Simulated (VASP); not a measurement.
Tl, 2 atoms in the cell. The structure is hexagonal, space group P6_3/mmc (No. 194). Conventional cell: a = 3.456 Å, b = 3.456 Å, c = 5.663 Å, α = 90.00°, β = 90.00°, γ = 120.00°. Within 4.5 Å of Tl (site symmetry -6m2) lie 12 Tl at 3.46 Å.  This cell differs from its parent crystal: strain +0.000 along x and y, +0.025 along z.

- Program: VASP 6.6.1
- Task: single point
- Functional: PBE
- Potentials or basis: VASP PAW PBE potentials, release 64 (Tl_d)
- Cutoff: 520 eV
- k mesh: 18 × 18 × 10
- Occupations: gaussian, width 0.15 eV
- Spin: no spin polarisation
- Dipole correction: no
- Further INCAR settings: ALGO = Fast; EDIFF = 1e-06; NBANDS = 20

Potentials or basis: VASP PAW PBE potentials, release 64 (Tl_d).

Launch:

```console
$ cat potpaw_PBE.64/Tl_d/POTCAR > POTCAR
$ mpirun -np 1 vasp_std > vasp.out
```

Hardware: 1 thread of Intel(R) Xeon(R) 6975P-C (Granite Rapids), with other jobs on the host.

**Question.** How long does it take, and how much memory?

**Answer.** Wall time 78 s on 1 thread of Intel(R) Xeon(R) 6975P-C (Granite Rapids), with other jobs on the host, peak memory 0.33 GiB. Counts: scf iterations 11, k points 222.
